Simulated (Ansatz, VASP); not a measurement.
ZnO in VASP and in Ansatz

The input INCAR:

```
PREC = Accurate
ENCUT = 520
EDIFF = 1E-6
ISMEAR = 0
SIGMA = 0.1
LREAL = False
LASPH = True
NELM = 60
ALGO = Normal
ISIF = 2
LWAVE = False
LCHARG = False
GGA = PE
NBANDS = 26
```

KPOINTS

```
regular mesh
0
Gamma
  6 6 6
```

Contents of POSCAR:

```
ZnO
1.0
    0.0000000000     -2.1648821421     -2.1648821421
   -2.1648821421      0.0000000000     -2.1648821421
    2.1648821421      2.1648821421     -4.3297642842
Zn O
2 2
Direct
    0.2500000000      0.2500000000      0.2500000000
    0.7500000000      0.7500000000      0.7500000000
    1.0000000000      1.0000000000      0.0000000000
    0.5000000000      0.5000000000      0.5000000000
```

Input for Ansatz:

```yaml
crystal:
  lattice:
    - [0.0, -2.1648821421, -2.1648821421]
    - [-2.1648821421, 0.0, -2.1648821421]
    - [2.1648821421, 2.1648821421, -4.3297642842]
  atoms:
    - { symbol: Zn, position: [0.25, 0.25, 0.25] }
    - { symbol: Zn, position: [0.75, 0.75, 0.75] }
    - { symbol: O, position: [1.0, 1.0, 0.0] }
    - { symbol: O, position: [0.5, 0.5, 0.5] }
basis:
  ecutwfc: 420
kpoints:
  mp_grid: { grid: [6, 6, 6] }
hamiltonian:
  xc: pbe
scf:
  occupations: { method: gaussian, width: 0.1 }
  lower_state_search: "off"
output:
  forces: true
  stress: true
  eigenvalues: true
```

Alike in both runs: task single point; functional PBE; k mesh 6 × 6 × 6; occupations gaussian, width 0.1 eV; no spin polarisation.

|  | VASP | Ansatz |
| --- | --- | --- |
| version | VASP 6.6.1 | Ansatz 0.2.0 |
| potentials or method | VASP PAW PBE potentials, release 64 (Zn, O), cutoff 520 eV | scalar-relativistic, plane waves, PAW |
| valence electrons in the cell | 36 | 36 |

Ansatz gave:

| Property | Result |
| --- | --- |
| gap on the k mesh at the Fermi level (eV) | 0.75 |
| least direct gap on the mesh (eV) | 0.75 |
| pressure (GPa) | 0.0 |

Problem. Estimate VASP's values.

Solution. gap on the k mesh at the Fermi level (eV): 0.72; least direct gap on the mesh (eV): 0.72; pressure (GPa): 0.8.

With one functional, cell and mesh, what is left measures potentials, basis and numerics.
